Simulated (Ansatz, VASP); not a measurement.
**AlFeB3 in VASP and in Ansatz**

Contents of INCAR:

```
SYSTEM = AlFeB3
PREC = Accurate
ENCUT = 600
EDIFF = 1E-6
ISMEAR = 0
SIGMA = 0.1
LREAL = .FALSE.
LASPH = .TRUE.
NELM = 60
ALGO = Normal
ISIF = 3
LWAVE = .FALSE.
LCHARG = .FALSE.
GGA = PE
IBRION = 2
NSW = 100
EDIFFG = -0.01
```

File KPOINTS:

```
Automatic mesh
0
G
  10 10 10
  0 0 0
```

File POSCAR:

```
AlFeB3
1.0
    3.8119173102      0.0000000000      0.0000000000
    0.0000000000      3.8119173102      0.0000000000
    0.0000000000      0.0000000000      3.8119173102
Al Fe B
1 1 3
Direct
    0.0000000000      0.0000000000      0.0000000000
    0.5000000000      0.5000000000      0.5000000000
    0.0000000000      0.5000000000      0.5000000000
    0.5000000000      0.0000000000      0.5000000000
    0.5000000000      0.5000000000      0.0000000000
```

Input for Ansatz:

```yaml
crystal:
  lattice:
    - [3.8119173102, 0.0, 0.0]
    - [0.0, 3.8119173102, 0.0]
    - [0.0, 0.0, 3.8119173102]
  atoms:
    - { symbol: Al, position: [0.0, 0.0, 0.0] }
    - { symbol: Fe, position: [0.5, 0.5, 0.5] }
    - { symbol: B, position: [0.0, 0.5, 0.5] }
    - { symbol: B, position: [0.5, 0.0, 0.5] }
    - { symbol: B, position: [0.5, 0.5, 0.0] }
basis:
  ecutwfc: 420
kpoints:
  mp_grid: { grid: [10, 10, 10] }
hamiltonian:
  xc: pbe
scf:
  occupations: { method: gaussian, width: 0.1 }
output:
  forces: true
  stress: true
  eigenvalues: true
relax:
  adjacent_minimum: "off"
  f_tol: 0.01
  max_steps: 80
  cell: { stress_tol: 0.05 }
```

Alike in both runs: task relaxation of cell and atoms; functional PBE; k mesh 10 × 10 × 10; occupations gaussian, width 0.1 eV; no spin polarisation.

|  | VASP | Ansatz |
| --- | --- | --- |
| version | VASP 6.6.1 | Ansatz 0.2.0 |
| potentials or method | VASP PAW PBE potentials, release 64 (Al, Fe, B), cutoff 600 eV | scalar-relativistic, plane waves, PAW |
| valence electrons in the cell | 20 | 28 |

|  | VASP | Ansatz | Ansatz less VASP |
| --- | --- | --- | --- |
| gap on the k mesh at the Fermi level, each at its own relaxed structure (eV) | none | none | - |
| relaxed volume (Å³/atom) | 11.02 | 11.03 | +0.011 |
| relaxed cell length with the largest relative difference (Å) | 3.805 | 3.806 | +0.0012 |

A gap of «none» marks a metal or a gap that the smearing closes. VASP's potentials hold 20 valence electrons a cell and Ansatz's 28, so a difference there can come from the potentials and not from the codes.
